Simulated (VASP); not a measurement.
Write the native input for VASP 6.6.1 that does the following.

```
Task                   : single point
Functional             : revPBE
Potentials or basis    : VASP PAW PBE potentials, release 64 (Ni)
Cutoff                 : 520 eV
k mesh                 : 25 × 25 × 25
Occupations            : fermi-dirac, width 0.1 eV
Spin                   : no spin polarisation
Dipole correction      : no
Further INCAR settings : ALGO = Normal; EDIFF = 1e-06; NBANDS = 11
```

The structure of Ni lies in POSCAR:

```
Ni
1.0
    0.0000000000      1.7924993202      1.7924993202
    1.7924993202      0.0000000000      1.7924993202
    1.7924993202      1.7924993202      0.0000000000
Ni
1
Direct
    0.0000000000      0.0000000000      0.0000000000
```

This cell differs from its parent crystal: volume scaled by 1.04.

The input as run:

INCAR

```
SYSTEM = Ni
ALGO = Normal
EDIFF = 1E-6
ENCUT = 520
GGA = RE
ISIF = 2
ISMEAR = -1
LASPH = .True.
LCHARG = .False.
LREAL = .False.
LWAVE = .False.
NBANDS = 11
NELM = 80
PREC = Accurate
SIGMA = 0.1
```

KPOINTS

```
k-points
0
Gamma
  25 25 25
  0 0 0
```

Potentials or basis: VASP PAW PBE potentials, release 64 (Ni).

Command:

```console
$ cat potpaw_PBE.64/Ni/POTCAR > POTCAR
$ mpirun -np 1 vasp_std > vasp.out
```

It gave:

```yaml
Pressure: -6.3 GPa
Band_gap_on_the_k_mesh: zero (band 5 reaches 8.65 eV, above the bottom of band 6 at 7.77 eV)
```

Caveat: the PAW data sets were made with another functional, which shifts forces and pressure a little; the run has no spin polarisation, though such a crystal can be magnetic.

It took 46 s on 1 thread of Intel(R) Xeon(R) Platinum 8375C CPU @ 2.90GHz (Ice Lake), on a shared host, peak memory 0.17 GiB.
